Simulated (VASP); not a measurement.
# Ge (P-1) in VASP: single point with PBE

Aim: the single point of Ge with PBE.

Program: VASP 6.6.1. These are calculated values, not measurements. Logs are shortened: lines on timing, memory, paths and dates and some standing lists are left out, and cuts for length are marked.

### 1 The cell of the first run

The typed cell holds 2 atoms: a = 4.124 Å, b = 4.087 Å, c = 4.140 Å, α = 59.36°, β = 57.39°, γ = 57.99°.

### 2 Single point, PBE (atoms moved at random and the cell strained at random)

INCAR

```
ALGO     = Normal         # electronic algorithm
EDIFF    = 1E-6           # SCF threshold, eV
ENCUT    = 520            # plane-wave cutoff, eV
GGA      = PE             # functional
ISIF     = 2              # what is computed and relaxed
ISMEAR   = 0              # smearing method
LASPH    = T              # aspherical terms in the spheres
LCHARG   = F              # write CHGCAR
LREAL    = F              # projectors in reciprocal space
LWAVE    = F              # write WAVECAR
NBANDS   = 21             # bands
NELM     = 80             # most SCF steps
PREC     = Accurate       # precision mode
SIGMA    = 0.1            # smearing width, eV
```

KPOINTS

```
k-points
0
Gamma
  12 12 12
```

POSCAR

```
Ge
1.0
    0.0986674976      2.9377625081      2.8920778726
    2.8620646229      0.0736894585      2.9170559117
    2.8765479253      2.9772238496      0.0592061561
Ge
2
Direct
    0.5049067262      0.4977658134      0.5233316954
    0.7450932738      0.7522341866      0.7266683046
```

Potentials or basis: VASP PAW PBE potentials, release 64 (Ge_d).

On the command line:

```
> cat potpaw_PBE.64/Ge_d/POTCAR > POTCAR
> mpirun -np 1 vasp_std > vasp.out
```

OUTCAR:

```text
EDIFF = 1E-6
   ENCUT = 520
   GGA = PE
   ISIF = 2
   ISMEAR = 0
   LASPH = T
   LREAL = F
   NELM = 80
   PREC = Accurate

 ion  position               nearest neighbor table
   1  0.505  0.498  0.523-   2 2.38   2 2.46   2 2.49   2 2.65
   2  0.745  0.752  0.727-   1 2.38   1 2.46   1 2.49   1 2.65

  LATTYP: Found a triclinic cell.
 ALAT       =     4.0740676175
 B/A-ratio  =     0.9739130636
 C/A-ratio  =     1.0032490929
 COS(alpha) =     0.0191313651
 COS(beta)  =     0.4852940850
 COS(gamma) =     0.5104060613

  Lattice vectors:

 A1 = (   0.0144833024,   2.9035343911,  -2.8578497556)
 A2 = (   2.7778804277,   0.0394613415,  -2.8328717165)
 A3 = (  -2.8620646229,  -0.0736894585,  -2.9170559117)

Analysis of symmetry for initial positions (statically):
=====================================================================
 Subroutine PRICEL returns:
 Original cell was already a primitive cell.

 Routine SETGRP: Setting up the symmetry group for a
 triclinic supercell.

 Subroutine GETGRP returns: Found  2 space group operations
 (whereof  1 operations were pure point group operations)
 out of a pool of  2 trial point group operations.

The static configuration has the point symmetry C_1 .
 The point group associated with its full space group is S_2 .

Analysis of symmetry for dynamics (positions and initial velocities):
=====================================================================
 Subroutine PRICEL returns:
 Original cell was already a primitive cell.

 Routine SETGRP: Setting up the symmetry group for a
 triclinic supercell.

 Subroutine GETGRP returns: Found  2 space group operations
 (whereof  1 operations were pure point group operations)
 out of a pool of  2 trial point group operations.

The dynamic configuration has the point symmetry C_1 .
 The point group associated with its full space group is S_2 .

 Subroutine INISYM returns: Found  2 space group operations
 (whereof  1 operations are pure point group operations),
 and found     1 'primitive' translations

----------------------------------------------------------------------------------------

                                     Primitive cell

  volume of cell :      47.3270

  direct lattice vectors                    reciprocal lattice vectors
     0.098667498  2.937762508  2.892077873    -0.183412489  0.173718949  0.175566446
     2.862064623  0.073689458  2.917055912     0.178258224 -0.175657791  0.172351023
     2.876547925  2.977223850  0.059206156     0.176569384  0.168814686 -0.177505288

  length of vectors
     4.123626832  4.087304642  4.140277187     0.307639385  0.303869263  0.301965682

  position of ions in fractional coordinates (direct lattice)
     0.504906726  0.497765813  0.523331695
     0.745093274  0.752234187  0.726668305

  ion indices of the primitive-cell ions
   primitive index   ion index
                 1           1
                 2           2

----------------------------------------------------------------------------------------

 KPOINTS: k-points

Automatic generation of k-mesh.
 Grid dimensions read from file:
 generate k-points for:   12   12   12

 Generating k-lattice:

  Cartesian coordinates                     Fractional coordinates (reciprocal lattice)
    -0.015284374  0.014476579  0.014630537     0.083333333  0.000000000  0.000000000
     0.014854852 -0.014638149  0.014362585    -0.000000000  0.083333333 -0.000000000
     0.014714115  0.014067891 -0.014792107     0.000000000  0.000000000  0.083333333

  Length of vectors
     0.025636615  0.025322439  0.025163807

  Shift w.r.t. Gamma in fractional coordinates (k-lattice)
     0.000000000  0.000000000  0.000000000

 Subroutine IBZKPT returns following result:
 ===========================================

 Found    868 irreducible k-points:

 Following reciprocal coordinates:
            Coordinates               Weight
  0.000000  0.000000  0.000000      1.000000
  0.083333  0.000000  0.000000      2.000000
  0.166667 -0.000000 -0.000000      2.000000
  0.250000  0.000000  0.000000      2.000000
  0.333333 -0.000000 -0.000000      2.000000
  0.416667  0.000000 -0.000000      2.000000
[... 16 lines left out ...]
  0.250000  0.166667  0.000000      2.000000
  0.333333  0.166667 -0.000000      2.000000
 [... further k-points ...]
   k-points           NKPTS =    868   k-points in BZ     NKDIM =    868   number of bands    NBANDS=     21
   number of dos      NEDOS =    301   number of ions     NIONS =      2
   total plane-waves  NPLWV =  30720
   dimension x,y,z NGX =    32 NGY =   30 NGZ =   32
   dimension x,y,z NGXF=    64 NGYF=   60 NGZF=   64
   ions per type =               2
   NGX,Y,Z   is equivalent  to a cutoff of  12.90, 12.20, 12.85 a.u.
   NGXF,Y,Z  is equivalent  to a cutoff of  25.80, 24.40, 25.70 a.u.
 SYSTEM =  unknown system
   PREC   = accura    normal or accurate (medium, high low for compatibility)
   ISTART =      0    job   : 0-new  1-cont  2-samecut
   ICHARG =      2    charge: 1-file 2-atom 10-const
   ISPIN  =      1    spin polarized calculation?
   LNONCOLLINEAR =      F non collinear calculations
   LSORBIT =      F    spin-orbit coupling
   LASPH  =      T    aspherical Exc in radial PAW
   ENCUT  =  520.0 eV  38.22 Ry    6.18 a.u.   7.67  7.60  7.70*2*pi/ulx,y,z
   NELM   =     80;   NELMIN=  2; NELMDL= -5     # of ELM steps
   EDIFF  = 0.1E-05   stopping-criterion for ELM
   LREAL  =      F    real-space projection
   EDIFFG = 0.1E-04   stopping-criterion for IOM
   NSW    =      0    number of steps for IOM
   IBRION =     -1    ionic relax: 0-MD 1-quasi-New 2-CG
   NFREE  =      0    steps in history (QN), initial steepest desc. (CG)
   ISIF   =      2    stress and relaxation
   ISYM   =      2    0-nonsym 1-usesym 2-fastsym
   POTIM  = 0.5000    time-step for ionic-motion
   TEBEG  =    0.0;   TEEND  =   0.0 temperature during run
   PSTRESS=    0.0 pullay stress
   NELECT =      28.0000    total number of electrons
   NUPDOWN=      -1.0000    fix difference up-down
   EMIN   =  10.00;   EMAX   =-10.00  energy-range for DOS
   EFERMI =   0.00;   METHOD = LEGACY
   ISMEAR =     0;   SIGMA  =   0.10  broadening in eV -4-tet -1-fermi 0-gaus
   EFERMI_NEDOS =   21; number of points for ismear=-14 and -15
   IALGO  =     38    algorithm
   IMIX   =      4    mixing-type and parameters
     AMIX     =   0.40;   BMIX     =  1.00
     AMIX_MAG =   1.60;   BMIX_MAG =  1.00
  volume/ion in A,a.u.               =      23.66       159.69
  Fermi-wavevector in a.u.,A,eV,Ry     =   1.374330  2.597108 25.698465  1.888784
  Thomas-Fermi vector in A             =   2.499767
   LORBIT       =      0    0 simple, 1 ext, 2 COOP (PROOUT), +10 PAW based schemes
   GGA     = PE    functional components
   LHFCALC =     F    Hartree Fock is set to
   AEXX    =    0.0000 exact exchange contribution
   IVDW    =     0    specifies the selected vdW correction
   LEPSILON=     F    determine dielectric tensor
   LRPA    =     F    only Hartree local field effects (RPA)
 non-spin polarized calculation
 Gauss-broadening in eV      SIGMA  =   0.10
  energy-cutoff  :      520.00
  volume of cell :       47.33
 maximum number of plane-waves:      1295
   NGX = 15   NGY = 15   NGZ = 15

 number of electron      27.9999996 magnetization

 Free energy of the ion-electron system (eV)
  ---------------------------------------------------
  ext. energy  EPLUGINS =         0.00000000
  ---------------------------------------------------
  free energy    TOTEN  =        -8.84587280 eV

  energy without entropy =       -8.84517555  energy(sigma->0) =       -8.84552417

 E-fermi :   4.7750     XC(G=0):  -9.7332

 val. band max:        4.7746550581   @ k =   0.1667   0.1667   0.1667
 cond. band min:       4.7751939065   @ k =   0.0000   0.5000   0.5000
 fundamental gap:      0.0005388484
 Fermi energy:         4.7750309038

 k-point     1 :       0.0000    0.0000    0.0000
  band No.  band energies     occupation
      1     -20.2464      2.00000
      2     -20.2237      2.00000
      3     -20.1977      2.00000
      4     -20.1914      2.00000
      5     -20.1846      2.00000
      6     -20.0170      2.00000
[... 13 lines left out ...]
     20      13.6675      0.00000
     21      14.2376      0.00000

 k-point     2 :       0.0833    0.0000    0.0000
  band No.  band energies     occupation
      1     -20.2500      2.00000
      2     -20.2250      2.00000
      3     -20.2003      2.00000
      4     -20.1854      2.00000
      5     -20.1797      2.00000
      6     -20.0180      2.00000
[... 13 lines left out ...]
     20      13.1595      0.00000
     21      13.5874      0.00000

 k-point     3 :       0.1667   -0.0000   -0.0000
  band No.  band energies     occupation
      1     -20.2580      2.00000
      2     -20.2268      2.00000
      3     -20.2026      2.00000
      4     -20.1755      2.00000
      5     -20.1687      2.00000
      6     -20.0236      2.00000
[... 13 lines left out ...]
     20      12.8019      0.00000
     21      12.8968      0.00000

 k-point     4 :       0.2500    0.0000    0.0000
  band No.  band energies     occupation
      1     -20.2659      2.00000
      2     -20.2270      2.00000
      3     -20.2044      2.00000
      4     -20.1664      2.00000
      5     -20.1565      2.00000
      6     -20.0349      2.00000
[... 13 lines left out ...]
     20      12.6313      0.00000
     21      13.0518      0.00000

 k-point     5 :       0.3333   -0.0000   -0.0000
  band No.  band energies     occupation
      1     -20.2719      2.00000
      2     -20.2250      2.00000
      3     -20.2069      2.00000
      4     -20.1600      2.00000
      5     -20.1463      2.00000
      6     -20.0440      2.00000
[... 13 lines left out ...]
     20      13.2307      0.00000
     21      13.9249      0.00000
[... 382 lines left out ...]
     20      12.3528      0.00000
     21      13.6703      0.00000

 k-point    22 :       0.1667    0.1667   -0.0000
  band No.  band energies     occupation
      1     -20.2625      2.00000
      2     -20.2405      2.00000
      3     -20.2110      2.00000
      4     -20.1651      2.00000
      5     -20.1515      2.00000
      6     -20.0515      2.00000
[... 13 lines left out ...]
     20      12.8026      0.00000
     21      14.4130      0.00000

 k-point    23 :       0.2500    0.1667    0.0000
  band No.  band energies     occupation
      1     -20.2696      2.00000
      2     -20.2445      2.00000
      3     -20.2099      2.00000
      4     -20.1555      2.00000
      5     -20.1396      2.00000
      6     -20.0633      2.00000
[... 13 lines left out ...]
     20      13.7271      0.00000
     21      14.4569      0.00000

 k-point    24 :       0.3333    0.1667   -0.0000
  band No.  band energies     occupation
      1     -20.2774      2.00000
      2     -20.2454      2.00000
      3     -20.2065      2.00000
      4     -20.1452      2.00000
      5     -20.1295      2.00000
      6     -20.0707      2.00000
[... 13 lines left out ...]
     20      14.1463      0.00000
     21      14.9253      0.00000

 [... further k-points ...]

------------------------ aborting loop because EDIFF is reached ----------------------------------------

  FORCE on cell =-STRESS in cart. coord.  units (eV):
  Direction    XX          YY          ZZ          XY          YZ          ZX
  --------------------------------------------------------------------------------------
  -------------------------------------------------------------------------------------
  Total        0.6960948     -0.0183175      0.4741314     -0.5162682      0.5719365      0.5303345
  in kB       23.5651324     -0.6201070     16.0509294    -17.4773998     19.3619576     17.9535930
  external PRESSURE =      12.9986516 kB  Pullay stress =       0.0000000 kB

 VOLUME and BASIS-vectors are now :
 -----------------------------------------------------------------------------
  energy-cutoff  :      520.00
  volume of cell :       47.33
      direct lattice vectors                 reciprocal lattice vectors
     0.098667498  2.937762508  2.892077873    -0.183412489  0.173718949  0.175566446
     2.862064623  0.073689458  2.917055912     0.178258224 -0.175657791  0.172351023
     2.876547925  2.977223850  0.059206156     0.176569384  0.168814686 -0.177505288

 POSITION                                       TOTAL-FORCE (eV/Angst)
 -----------------------------------------------------------------------------------
      2.97984      3.07805      2.94322        -1.056522     -1.377707     -0.249520
      4.31676      4.40779      4.39220         1.056522      1.377707      0.249520
 -----------------------------------------------------------------------------------
    total drift:                                0.000000      0.000000     -0.000000

  FREE ENERGIE OF THE ION-ELECTRON SYSTEM (eV)
  ---------------------------------------------------
  free  energy   TOTEN  =        -8.8458727966 eV

  energy  without entropy=       -8.8451755487  energy(sigma->0) =       -8.84552417
```

Run time: 5.6 min. Hardware: 1 thread of Intel Xeon Platinum 8559C (Emerald Rapids), shared host; peak memory 0.72 GiB.

What came out:

```
Free energy            : -8.8459 eV
Pressure               : 1.3 GPa
Largest force          : 1.754 eV/Å
Band gap on the k mesh : zero (bands 14 and 15 overlap by 1.15 eV)
```

Forces in eV/Å, atoms in the order of the input:
```
Ge  -1.057 -1.378 -0.250
Ge   1.057  1.378  0.250
```

Caveat: the cell differs from its parent crystal (atoms moved at random and the cell strained at random); forces of over 1 eV/Å act on the atoms, so gaps and moduli don't describe the material at rest.
